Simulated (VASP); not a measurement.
# CaF2 (Fm-3m) in VASP: G0W0 quasiparticle levels with PBE

Aim: the G0W0 quasiparticle levels of CaF2 with PBE.

Program: VASP 6.6.1. These are calculated values, not measurements. Logs are shortened: lines on timing, memory, paths and dates and some standing lists are left out, and cuts for length are marked.

**1. The cell of the first run**

The structure is cubic, space group Fm-3m (No. 225). The conventional cell has a = 5.439 Å, b = 5.439 Å, c = 5.439 Å, α = 90.00°, β = 90.00°, γ = 90.00°. Ca (site symmetry m-3m) has 8 F at 2.36 Å within 3.1 Å. Within 3.1 Å of F (site symmetry -43m) lie 4 Ca at 2.36 Å and 6 F at 2.72 Å.

**2. G0W0 quasiparticle levels, PBE**

POSCAR reads:

```
CaF2
1.0
    0.0000000000      2.7195929735      2.7195929735
    2.7195929735      0.0000000000      2.7195929735
    2.7195929735      2.7195929735      0.0000000000
Ca F
1 2
Direct
    0.0000000000      0.0000000000      0.0000000000
    0.2500000000      0.2500000000      0.2500000000
    0.7500000000      0.7500000000      0.7500000000
```

INCAR.step1 reads:

```
ALGO = Normal
EDIFF = 1E-8
ENCUT = 500
GGA = PE
ISMEAR = 0
LASPH = T
LCHARG = F
LREAL = F
LWAVE = T
NELM = 100
PREC = Accurate
SIGMA = 0.01
```

INCAR.step2 reads:

```
ALGO = Exact
EDIFF = 1E-8
ENCUT = 500
GGA = PE
ISMEAR = 0
ISTART = 1
LASPH = T
LCHARG = F
LOPTICS = T
LREAL = F
LWAVE = T
NBANDS = 77
NELM = 1
PREC = Accurate
SIGMA = 0.01
```

INCAR.step3 reads:

```
ALGO = EVGW0
EDIFF = 1E-8
ENCUT = 500
ENCUTGW = 80.0
GGA = PE
ISMEAR = 0
ISTART = 1
LASPH = T
LCHARG = F
LREAL = F
LWAVE = F
NBANDS = 77
NBANDSGW = 20
NELMGW = 1
NOMEGA = 48
PREC = Accurate
PRECFOCK = Fast
SIGMA = 0.01
```

KPOINTS reads:

```
k-points
0
Gamma
  4 4 4
```

Potentials or basis: VASP PAW PBE potentials, release 64 (Ca_sv_GW, F_GW).

Command:

```console
$ cat potpaw_PBE.64/Ca_sv_GW/POTCAR potpaw_PBE.64/F_GW/POTCAR > POTCAR
$ cp INCAR.step1 INCAR
$ mpirun -np 1 vasp_std > vasp.out
$ cp INCAR.step2 INCAR
$ mpirun -np 1 vasp_std > vasp.out
$ cp INCAR.step3 INCAR
$ mpirun -np 1 vasp_std > vasp.out
```

OUTCAR:

```text
EDIFF = 1E-8
   ENCUT = 500
   ENCUTGW = 80.0
   GGA = PE
   ISMEAR = 0
   ISTART = 1
   LASPH = T
   LREAL = F
   NELMGW = 1
   PREC = Accurate
   PRECFOCK = Fast

 ion  position               nearest neighbor table
   1  0.000  0.000  0.000-   2 2.36   3 2.36   3 2.36   3 2.36   3 2.36   2 2.36   2 2.36   2 2.36

   2  0.250  0.250  0.250-   1 2.36   1 2.36   1 2.36   1 2.36
   3  0.750  0.750  0.750-   1 2.36   1 2.36   1 2.36   1 2.36

  LATTYP: Found a face centered cubic cell.
 ALAT       =     5.4391859470

  Lattice vectors:

 A1 = (   0.0000000000,   2.7195929735,   2.7195929735)
 A2 = (   2.7195929735,   0.0000000000,   2.7195929735)
 A3 = (   2.7195929735,   2.7195929735,   0.0000000000)

Analysis of symmetry for initial positions (statically):
=====================================================================
 Subroutine PRICEL returns:
 Original cell was already a primitive cell.

 Routine SETGRP: Setting up the symmetry group for a
 face centered cubic supercell.

 Subroutine GETGRP returns: Found 48 space group operations
 (whereof 48 operations were pure point group operations)
 out of a pool of 48 trial point group operations.

The static configuration has the point symmetry O_h .

Analysis of symmetry for dynamics (positions and initial velocities):
=====================================================================
 Subroutine PRICEL returns:
 Original cell was already a primitive cell.

 Routine SETGRP: Setting up the symmetry group for a
 face centered cubic supercell.

 Subroutine GETGRP returns: Found 48 space group operations
 (whereof 48 operations were pure point group operations)
 out of a pool of 48 trial point group operations.

The dynamic configuration has the point symmetry O_h .

 Subroutine INISYM returns: Found 48 space group operations
 (whereof 48 operations are pure point group operations),
 and found     1 'primitive' translations

----------------------------------------------------------------------------------------

                                     Primitive cell

  volume of cell :      40.2292

  direct lattice vectors                    reciprocal lattice vectors
     0.000000000  2.719592974  2.719592974    -0.183851041  0.183851041  0.183851041
     2.719592974  0.000000000  2.719592974     0.183851041 -0.183851041  0.183851041
     2.719592974  2.719592974  0.000000000     0.183851041  0.183851041 -0.183851041

  length of vectors
     3.846085267  3.846085267  3.846085267     0.318439344  0.318439344  0.318439344

  position of ions in fractional coordinates (direct lattice)
     0.000000000  0.000000000  0.000000000
     0.250000000  0.250000000  0.250000000
     0.750000000  0.750000000  0.750000000

  ion indices of the primitive-cell ions
   primitive index   ion index
                 1           1
                 2           2
                 3           3

----------------------------------------------------------------------------------------

 KPOINTS: k-points

Automatic generation of k-mesh.
 Grid dimensions read from file:
 generate k-points for:    4    4    4

 Generating k-lattice:

  Cartesian coordinates                     Fractional coordinates (reciprocal lattice)
    -0.045962760  0.045962760  0.045962760     0.250000000  0.000000000  0.000000000
     0.045962760 -0.045962760  0.045962760     0.000000000  0.250000000  0.000000000
     0.045962760  0.045962760 -0.045962760     0.000000000  0.000000000  0.250000000

  Length of vectors
     0.079609836  0.079609836  0.079609836

  Shift w.r.t. Gamma in fractional coordinates (k-lattice)
     0.000000000  0.000000000  0.000000000

 Subroutine IBZKPT returns following result:
 ===========================================

 Found      8 irreducible k-points:

 Following reciprocal coordinates:
            Coordinates               Weight
  0.000000  0.000000  0.000000      1.000000
  0.250000  0.000000  0.000000      8.000000
  0.500000  0.000000  0.000000      4.000000
  0.250000  0.250000  0.000000      6.000000
  0.500000  0.250000  0.000000     24.000000
 -0.250000  0.250000  0.000000     12.000000
  0.500000  0.500000  0.000000      3.000000
 -0.250000  0.500000  0.250000      6.000000
   k-points           NKPTS =      8   k-points in BZ     NKDIM =     64   number of bands    NBANDS=     77
   number of dos      NEDOS =    301   number of ions     NIONS =      3
   total plane-waves  NPLWV =  21952
   dimension x,y,z NGX =    28 NGY =   28 NGZ =   28
   dimension x,y,z NGXF=    56 NGYF=   56 NGZF=   56
   ions per type =               1   2
   NGX,Y,Z   is equivalent  to a cutoff of  12.10, 12.10, 12.10 a.u.
   NGXF,Y,Z  is equivalent  to a cutoff of  24.21, 24.21, 24.21 a.u.
 SYSTEM =  unknown system
   PREC   = accura    normal or accurate (medium, high low for compatibility)
   ISTART =      1    job   : 0-new  1-cont  2-samecut
   ICHARG =      0    charge: 1-file 2-atom 10-const
   ISPIN  =      1    spin polarized calculation?
   LNONCOLLINEAR =      F non collinear calculations
   LSORBIT =      F    spin-orbit coupling
   LASPH  =      T    aspherical Exc in radial PAW
   ENCUT  =  500.0 eV  36.75 Ry    6.06 a.u.   7.01  7.01  7.01*2*pi/ulx,y,z
   NELM   =     60;   NELMIN=  2; NELMDL=  0     # of ELM steps
   EDIFF  = 0.1E-07   stopping-criterion for ELM
   LREAL  =      F    real-space projection
   EDIFFG = 0.1E-06   stopping-criterion for IOM
   NSW    =      0    number of steps for IOM
   IBRION =     -1    ionic relax: 0-MD 1-quasi-New 2-CG
   NFREE  =      0    steps in history (QN), initial steepest desc. (CG)
   ISIF   =      0    stress and relaxation
   ISYM   =      3    0-nonsym 1-usesym 2-fastsym
   POTIM  = 0.5000    time-step for ionic-motion
   TEBEG  =    0.0;   TEEND  =   0.0 temperature during run
   PSTRESS=    0.0 pullay stress
   NELECT =      24.0000    total number of electrons
   NUPDOWN=      -1.0000    fix difference up-down
   EMIN   =  10.00;   EMAX   =-10.00  energy-range for DOS
   EFERMI =   0.00;   METHOD = LEGACY
   ISMEAR =     0;   SIGMA  =   0.01  broadening in eV -4-tet -1-fermi 0-gaus
   EFERMI_NEDOS =   21; number of points for ismear=-14 and -15
   IALGO  =     38    algorithm
   IMIX   =      4    mixing-type and parameters
     AMIX     =   0.40;   BMIX     =  1.00
     AMIX_MAG =   1.60;   BMIX_MAG =  1.00
  volume/ion in A,a.u.               =      13.41        90.49
  Fermi-wavevector in a.u.,A,eV,Ry     =   1.378155  2.604335 25.841690  1.899311
  Thomas-Fermi vector in A             =   2.503242
   LORBIT       =      0    0 simple, 1 ext, 2 COOP (PROOUT), +10 PAW based schemes
   GGA     = PE    functional components
   LHFCALC =     T    Hartree Fock is set to
   PRECFOCK=fast      Normal, Fast or Accurate (Low or Medium for compatibility)
   ENCUT4O =  -1.0   cutoff for four orbital integrals eV
   NKREDX  =     1    reduce k-point grid by
   NKREDY  =     1    reduce k-point grid by
   NKREDZ  =     1    reduce k-point grid by
   AEXX    =    1.0000 exact exchange contribution
   HFSCREEN=    0.0000 screening length (either q_TF or 0.3 A-1)
   HFSCREENC=   0.0000 screening length for correlation (either q_TF or 0.3 A-1)
   ENCUTFOCK=  -1.0 apply spherical cutoff to Coloumb kernel
   IVDW    =     0    specifies the selected vdW correction
   LEPSILON=     F    determine dielectric tensor
   LRPA    =     F    only Hartree local field effects (RPA)
   LRPAFORCE           =     F    calculate RPA forces
   ENCUTGW             =  80.0    cutoff for response function in eV
   ENCUTGWSOFT         =  64.0    soft cutoff for Coulomb kernel in GW response function in eV
   ENCUTLF             =  -1.0    cutoff for local field effects
   NELMGW              =     1    number of iterations in solving QP/BSE equation
   NELMHF              =     1    number of iterations in the inner HF iteration
   NKREDLFX            =     1    NKREDLFY  =   1   NKREDLFZ  =   1
 non-spin polarized calculation
 Gauss-broadening in eV      SIGMA  =   0.01
  energy-cutoff  :      500.00
  volume of cell :       40.23
 maximum number of plane-waves:      1036
  NGX = 16; NGY = 16; NGZ = 16
   NGX = 13   NGY = 13   NGZ = 13
 maximum number of plane-waves:        70
 NGX is ok and might be reduce to    14

 QP shifts <psi_nk| G(iteration)W_0 |psi_nk>: iteration 1
 for sc-GW calculations column KS-energies equals QP-energies in previous step
 and V_xc(KS)=  KS-energies - (<T + V_ion + V_H > + <T+V_H+V_ion>^1  + <V_x>^1)

 k-point   1 :       0.0000    0.0000    0.0000
  band No.  KS-energies  QP-energies   sigma(KS)   V_xc(KS)     V^pw_x(r,r')   Z            occupation Imag(sigma)

      1     -34.8831     -38.0176     -25.1849     -20.6896     -34.4650       0.6973       2.0000       0.7894
      2     -18.8683     -23.1369     -28.4169     -22.5996     -36.7309       0.7338       2.0000       0.8084
      3     -18.0782     -22.3801     -29.3483     -23.5314     -37.5971       0.7395       2.0000       0.7426
      4     -15.8218     -19.0375     -23.9158     -19.9928     -27.9811       0.8197       2.0000       0.2260
      5     -15.8218     -19.0375     -23.9158     -19.9928     -27.9811       0.8197       2.0000       0.2260
      6     -15.8218     -19.0375     -23.9158     -19.9928     -27.9811       0.8197       2.0000       0.2260
[... 12 lines left out ...]
     19      18.1225      19.3521      -6.6264      -8.0566      -2.9421       0.8597       0.0000      -0.1803
     20      18.1225      19.3521      -6.6264      -8.0566      -2.9421       0.8597       0.0000      -0.1803

 k-point   2 :       0.2500    0.0000    0.0000
  band No.  KS-energies  QP-energies   sigma(KS)   V_xc(KS)     V^pw_x(r,r')   Z            occupation Imag(sigma)

      1     -34.8655     -37.9984     -25.1974     -20.7089     -34.4752       0.6980       2.0000       0.7784
      2     -18.9813     -23.1677     -27.9573     -22.2602     -36.0729       0.7348       2.0000       0.7767
      3     -18.2548     -22.5364     -29.0831     -23.2833     -37.3164       0.7382       2.0000       0.7535
      4     -15.8441     -19.0661     -23.8969     -19.9656     -27.9719       0.8196       2.0000       0.2337
      5     -15.8441     -19.0661     -23.8969     -19.9656     -27.9719       0.8196       2.0000       0.2337
      6     -15.5763     -18.9041     -24.5929     -20.5392     -28.8999       0.8209       2.0000       0.2705
[... 12 lines left out ...]
     19      16.1638      17.5034      -7.7380      -9.3080      -4.1172       0.8533       0.0000      -0.1499
     20      19.3630      20.8506      -7.3844      -9.1256      -3.5342       0.8543       0.0000      -0.2271
[... 102 lines left out ...]
      3     -18.3996     -22.6864     -28.9760     -23.1636     -37.2608       0.7375       2.0000       0.7704
      4     -15.9316     -19.1645     -23.8089     -19.8475     -27.9197       0.8161       2.0000       0.2628
      5     -15.9316     -19.1645     -23.8089     -19.8475     -27.9197       0.8161       2.0000       0.2628
      6     -15.1387     -18.5443     -25.4000     -21.2629     -29.8829       0.8232       2.0000       0.2926
[... 12 lines left out ...]
     19      16.0562      18.4640     -10.1541     -13.0555      -6.2825       0.8299       0.0000      -0.1992
     20      17.9933      20.1099      -9.2038     -11.7470      -5.1302       0.8322       0.0000      -0.2154

 k-point   8 :      -0.2500    0.5000    0.2500
  band No.  KS-energies  QP-energies   sigma(KS)   V_xc(KS)     V^pw_x(r,r')   Z            occupation Imag(sigma)

      1     -34.8359     -37.9925     -25.2187     -20.7408     -34.4920       0.7049       2.0000       0.7590
      2     -18.8589     -23.0128     -27.9048     -22.2740     -35.8941       0.7377       2.0000       0.7453
      3     -18.8589     -23.0128     -27.9048     -22.2740     -35.8941       0.7377       2.0000       0.7453
      4     -15.9343     -19.1671     -23.8031     -19.8402     -27.9148       0.8158       2.0000       0.2649
      5     -15.4807     -18.8445     -24.8625     -20.7633     -29.2614       0.8206       2.0000       0.2855
      6     -15.4807     -18.8445     -24.8625     -20.7633     -29.2614       0.8206       2.0000       0.2855
[... 12 lines left out ...]
     19      16.8679      18.9169      -9.8608     -12.3005      -6.0469       0.8398       0.0000      -0.1853
     20      16.8679      18.9169      -9.8608     -12.3005      -6.0469       0.8398       0.0000      -0.1853
```

It took 46 s on 1 thread of Intel Xeon 6975P-C (Granite Rapids), shared host; peak memory 0.36 GiB.

Results:

| Quantity | Value |
| --- | --- |
| Quasiparticle gap | 10.44 eV |
| Least direct quasiparticle gap | 10.75 eV |
| Band gap of the starting levels on the mesh | 7.38 eV |
| Least direct gap of the starting levels on the mesh | 7.63 eV |

Caveat: the k points lie up to 0.50 Å⁻¹ apart; bands, screening cutoff and mesh are small and nothing is extrapolated, so the quasiparticle values aren't converged.
